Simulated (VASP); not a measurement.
# C (C2/m) in VASP: a series of runs

The runs below take C through single point, with PBEsol.

Everything below comes from runs of VASP 6.6.1. Logs are shortened: lines on timing, memory, paths and dates and some standing lists are left out, and cuts for length are marked.

## (1) The cell of the first run

The typed cell holds 4 atoms: a = 2.459 Å, b = 2.459 Å, c = 7.378 Å, α = 90.00°, β = 90.00°, γ = 119.99°.

## (2) Single point, PBEsol

File INCAR:

```
SYSTEM = C
PREC = Accurate
ENCUT = 600
EDIFF = 1E-6
ISMEAR = 0
SIGMA = 0.15
LREAL = .False.
LASPH = .True.
NELM = 120
ALGO = Normal
ISIF = 2
LWAVE = .False.
LCHARG = .False.
GGA = PS
NBANDS = 16
GGA_COMPAT = .False.
```

File KPOINTS:

```
regular mesh
0
Gamma
  18 18 6
  0 0 0
```

File POSCAR:

```
C
1.0
    1.2294745828     -2.1290849001      0.0000000000
    1.2294745828      2.1290849001      0.0000000000
    0.0000000000      0.0000000000      7.3778161753
C
4
Direct
    0.1433474415      0.8566525585      0.7498448451
    0.5232958645      0.4767041355      0.2501554025
    0.8566525585      0.1433474415      0.2501551549
    0.4767041355      0.5232958645      0.7498445975
```

Potentials or basis: VASP PAW PBE potentials, release 64 (C).

Launch:

```
$ cat potpaw_PBE.64/C/POTCAR > POTCAR
$ mpirun -np 1 vasp_std > vasp.out
```

OUTCAR:

```text
SYSTEM = C
   PREC = Accurate
   ENCUT = 600
   EDIFF = 1E-6
   ISMEAR = 0
   LREAL = .False.
   LASPH = .True.
   NELM = 120
   ISIF = 2
   GGA = PS

 ion  position               nearest neighbor table
   1  0.143  0.857  0.750-   4 1.42   4 1.42   4 1.42
   2  0.523  0.477  0.250-   3 1.42   3 1.42   3 1.42
   3  0.857  0.143  0.250-   2 1.42   2 1.42   2 1.42
   4  0.477  0.523  0.750-   1 1.42   1 1.42   1 1.42

  LATTYP: Found a base centered orthorhombic cell.
 ALAT       =     2.4589491656
 B/A-ratio  =     1.7317030623
 C/A-ratio  =     3.0003939400

  Lattice vectors:

 A1 = (   1.2294745828,  -2.1290849001,   0.0000000000)
 A2 = (   1.2294745828,   2.1290849001,   0.0000000000)
 A3 = (   0.0000000000,   0.0000000000,   7.3778161753)

Analysis of symmetry for initial positions (statically):
=====================================================================
 Subroutine PRICEL returns:
 Original cell was already a primitive cell.

 Routine SETGRP: Setting up the symmetry group for a
 base centered orthorhombic supercell.

 Subroutine GETGRP returns: Found  4 space group operations
 (whereof  4 operations were pure point group operations)
 out of a pool of  8 trial point group operations.

The static configuration has the point symmetry C_2h.

Analysis of symmetry for dynamics (positions and initial velocities):
=====================================================================
 Subroutine PRICEL returns:
 Original cell was already a primitive cell.

 Routine SETGRP: Setting up the symmetry group for a
 base centered orthorhombic supercell.

 Subroutine GETGRP returns: Found  4 space group operations
 (whereof  4 operations were pure point group operations)
 out of a pool of  8 trial point group operations.

The dynamic configuration has the point symmetry C_2h.

 Subroutine INISYM returns: Found  4 space group operations
 (whereof  4 operations are pure point group operations),
 and found     1 'primitive' translations

----------------------------------------------------------------------------------------

                                     Primitive cell

  volume of cell :      38.6252

  direct lattice vectors                    reciprocal lattice vectors
     1.229474583 -2.129084900  0.000000000     0.406677785 -0.234842678  0.000000000
     1.229474583  2.129084900  0.000000000     0.406677785  0.234842678  0.000000000
     0.000000000  0.000000000  7.377816175     0.000000000  0.000000000  0.135541463

  length of vectors
     2.458578911  2.458578911  7.377816175     0.469614634  0.469614634  0.135541463

  position of ions in fractional coordinates (direct lattice)
     0.143347441  0.856652559  0.749844845
     0.523295864  0.476704136  0.250155402
     0.856652559  0.143347441  0.250155155
     0.476704136  0.523295864  0.749844598

  ion indices of the primitive-cell ions
   primitive index   ion index
                 1           1
                 2           2
                 3           3
                 4           4

----------------------------------------------------------------------------------------

 KPOINTS: regular mesh

Automatic generation of k-mesh.
 Grid dimensions read from file:
 generate k-points for:   18   18    6

 Generating k-lattice:

  Cartesian coordinates                     Fractional coordinates (reciprocal lattice)
     0.022593210 -0.013046815  0.000000000     0.055555556 -0.000000000  0.000000000
     0.022593210  0.013046815  0.000000000    -0.000000000  0.055555556  0.000000000
     0.000000000  0.000000000  0.022590244     0.000000000  0.000000000  0.166666667

  Length of vectors
     0.026089702  0.026089702  0.022590244

  Shift w.r.t. Gamma in fractional coordinates (k-lattice)
     0.000000000  0.000000000  0.000000000

 Subroutine IBZKPT returns following result:
 ===========================================

 Found    524 irreducible k-points:

 Following reciprocal coordinates:
            Coordinates               Weight
  0.000000  0.000000  0.000000      1.000000
  0.055556  0.000000  0.000000      4.000000
  0.111111  0.000000  0.000000      4.000000
  0.166667 -0.000000  0.000000      4.000000
  0.222222  0.000000  0.000000      4.000000
  0.277778 -0.000000  0.000000      4.000000
[... 16 lines left out ...]
 -0.277778  0.055556  0.000000      4.000000
 -0.222222  0.055556  0.000000      4.000000
 [... further k-points ...]
   k-points           NKPTS =    524   k-points in BZ     NKDIM =    524   number of bands    NBANDS=     16
   number of dos      NEDOS =    301   number of ions     NIONS =      4
   total plane-waves  NPLWV =  24000
   dimension x,y,z NGX =    20 NGY =   20 NGZ =   60
   dimension x,y,z NGXF=    40 NGYF=   40 NGZF=  120
   ions per type =               4
   NGX,Y,Z   is equivalent  to a cutoff of  13.52, 13.52, 13.52 a.u.
   NGXF,Y,Z  is equivalent  to a cutoff of  27.05, 27.05, 27.04 a.u.
 SYSTEM =  C
   PREC   = accura    normal or accurate (medium, high low for compatibility)
   ISTART =      0    job   : 0-new  1-cont  2-samecut
   ICHARG =      2    charge: 1-file 2-atom 10-const
   ISPIN  =      1    spin polarized calculation?
   LNONCOLLINEAR =      F non collinear calculations
   LSORBIT =      F    spin-orbit coupling
   LASPH  =      T    aspherical Exc in radial PAW
   ENCUT  =  600.0 eV  44.10 Ry    6.64 a.u.   4.91  4.91 14.74*2*pi/ulx,y,z
   NELM   =    120;   NELMIN=  2; NELMDL= -5     # of ELM steps
   EDIFF  = 0.1E-05   stopping-criterion for ELM
   LREAL  =      F    real-space projection
   EDIFFG = 0.1E-04   stopping-criterion for IOM
   NSW    =      0    number of steps for IOM
   IBRION =     -1    ionic relax: 0-MD 1-quasi-New 2-CG
   NFREE  =      0    steps in history (QN), initial steepest desc. (CG)
   ISIF   =      2    stress and relaxation
   ISYM   =      2    0-nonsym 1-usesym 2-fastsym
   POTIM  = 0.5000    time-step for ionic-motion
   TEBEG  =    0.0;   TEEND  =   0.0 temperature during run
   PSTRESS=    0.0 pullay stress
   NELECT =      16.0000    total number of electrons
   NUPDOWN=      -1.0000    fix difference up-down
   EMIN   =  10.00;   EMAX   =-10.00  energy-range for DOS
   EFERMI =   0.00;   METHOD = LEGACY
   ISMEAR =     0;   SIGMA  =   0.15  broadening in eV -4-tet -1-fermi 0-gaus
   EFERMI_NEDOS =   21; number of points for ismear=-14 and -15
   IALGO  =     38    algorithm
   IMIX   =      4    mixing-type and parameters
     AMIX     =   0.40;   BMIX     =  1.00
     AMIX_MAG =   1.60;   BMIX_MAG =  1.00
  volume/ion in A,a.u.               =       9.66        65.16
  Fermi-wavevector in a.u.,A,eV,Ry     =   1.220370  2.306164 20.263182  1.489302
  Thomas-Fermi vector in A             =   2.355589
   LORBIT       =      0    0 simple, 1 ext, 2 COOP (PROOUT), +10 PAW based schemes
   GGA     = PS    functional components
   LHFCALC =     F    Hartree Fock is set to
   AEXX    =    0.0000 exact exchange contribution
   IVDW    =     0    specifies the selected vdW correction
   LEPSILON=     F    determine dielectric tensor
   LRPA    =     F    only Hartree local field effects (RPA)
 non-spin polarized calculation
 Gauss-broadening in eV      SIGMA  =   0.15
  energy-cutoff  :      600.00
  volume of cell :       38.63
 maximum number of plane-waves:      1326
   NGX =  9   NGY =  9   NGZ = 29

 number of electron      16.0000001 magnetization

 Free energy of the ion-electron system (eV)
  ---------------------------------------------------
  ext. energy  EPLUGINS =         0.00000000
  ---------------------------------------------------
  free energy    TOTEN  =       -38.58802873 eV

  energy without entropy =      -38.58680903  energy(sigma->0) =      -38.58741888

 E-fermi :   3.8523     XC(G=0):  -9.8891

 val. band max:        3.8519322367   @ k =   0.3333   0.3333   0.5000
 cond. band min:       3.8572342856   @ k =   0.3333   0.3333   0.5000
 fundamental gap:      0.0053020488
 Fermi energy:         3.8522640712

 k-point     1 :       0.0000    0.0000    0.0000
  band No.  band energies     occupation
      1     -15.7583      2.00000
      2     -15.6166      2.00000
      3      -4.4247      2.00000
      4      -3.2184      2.00000
      5       0.8578      2.00000
      6       0.8649      2.00000
[... 8 lines left out ...]
     15      15.3762      0.00000
     16      15.4654      0.00000

 k-point     2 :       0.0556    0.0000    0.0000
  band No.  band energies     occupation
      1     -15.6846      2.00000
      2     -15.5435      2.00000
      3      -4.3349      2.00000
      4      -3.1325      2.00000
      5       0.5596      2.00000
      6       0.5701      2.00000
[... 8 lines left out ...]
     15      15.1106      0.00000
     16      15.2141      0.00000

 k-point     3 :       0.1111    0.0000    0.0000
  band No.  band energies     occupation
      1     -15.4637      2.00000
      2     -15.3248      2.00000
      3      -4.0666      2.00000
      4      -2.8761      2.00000
      5      -0.2641      2.00000
      6      -0.2470      2.00000
[... 8 lines left out ...]
     15      14.3552      0.00000
     16      14.5024      0.00000

 k-point     4 :       0.1667   -0.0000    0.0000
  band No.  band energies     occupation
      1     -15.0969      2.00000
      2     -14.9616      2.00000
      3      -3.6224      2.00000
      4      -2.4527      2.00000
      5      -1.4481      2.00000
      6      -1.4217      2.00000
[... 8 lines left out ...]
     15      14.7692      0.00000
     16      14.7832      0.00000
[... 324 lines left out ...]
 k-point    22 :      -0.3333    0.0556    0.0000
  band No.  band energies     occupation
      1     -13.5025      2.00000
      2     -13.3821      2.00000
      3      -5.0330      2.00000
      4      -4.9818      2.00000
      5      -1.9391      2.00000
      6      -1.9189      2.00000
[... 8 lines left out ...]
     15      18.1242      0.00000
     16      18.5842      0.00000

 k-point    23 :      -0.2778    0.0556    0.0000
  band No.  band energies     occupation
      1     -14.2229      2.00000
      2     -14.0958      2.00000
      3      -3.5693      2.00000
      4      -3.5296      2.00000
      5      -2.5743      2.00000
      6      -1.4600      2.00000
[... 8 lines left out ...]
     15      16.7811      0.00000
     16      16.9020      0.00000

 k-point    24 :      -0.2222    0.0556    0.0000
  band No.  band energies     occupation
      1     -14.8045      2.00000
      2     -14.6719      2.00000
      3      -3.2700      2.00000
      4      -2.1648      2.00000
      5      -2.1368      2.00000
      6      -2.1174      2.00000
[... 8 lines left out ...]
     15      15.2738      0.00000
     16      15.3279      0.00000

 [... further k-points ...]
[... 5 lines left out ...]
  --------------------------------------------------------------------------------------
  -------------------------------------------------------------------------------------
  Total        0.1330184      0.1523916     -0.0908604      0.0000000     -0.0000827      0.0000000
  in kB        5.5176239      6.3212236     -3.7689005      0.0000000     -0.0034286      0.0000000
  external PRESSURE =       2.6899823 kB  Pullay stress =       0.0000000 kB

 VOLUME and BASIS-vectors are now :
 -----------------------------------------------------------------------------
  energy-cutoff  :      600.00
  volume of cell :       38.63
      direct lattice vectors                 reciprocal lattice vectors
     1.229474583 -2.129084900  0.000000000     0.406677785 -0.234842678  0.000000000
     1.229474583  2.129084900  0.000000000     0.406677785  0.234842678  0.000000000
     0.000000000  0.000000000  7.377816175     0.000000000  0.000000000  0.135541463

 POSITION                                       TOTAL-FORCE (eV/Angst)
 -----------------------------------------------------------------------------------
      1.22947      1.51869      5.53222         0.000000     -0.004018      0.000132
      1.22947     -0.09920      1.84560         0.000000     -0.000956     -0.000096
      1.22947     -1.51869      1.84560         0.000000      0.004018     -0.000132
      1.22947      0.09920      5.53222         0.000000      0.000956      0.000096
 -----------------------------------------------------------------------------------
    total drift:                                0.000000     -0.000000      0.000000

  FREE ENERGIE OF THE ION-ELECTRON SYSTEM (eV)
  ---------------------------------------------------
  free  energy   TOTEN  =       -38.5880287250 eV

  energy  without entropy=      -38.5868090283  energy(sigma->0) =      -38.58741888
```

Wall time 8.8 min (1 thread of Intel Xeon 8259CL, shared host); peak memory 0.38 GiB.

Results:

- Free energy: -38.5880 eV
- Pressure: 0.3 GPa
- Largest force: 0.004 eV/Å

Forces in eV/Å, atoms in the order of the input:
```
C    0.000 -0.004  0.000
C    0.000 -0.001  0.000
C    0.000  0.004  0.000
C    0.000  0.001  0.000
```

Stress tensor (GPa, compression positive):
```
 0.55  0.00  0.00
 0.00  0.63  0.00
 0.00  0.00 -0.38
```

Caveat: this functional lacks dispersion, which binds the layers, so the pressure and a relaxed spacing across them are unreliable; the PAW data sets were made with another functional, which shifts forces and pressure a little.

(Part 1 of 2 ends here.)
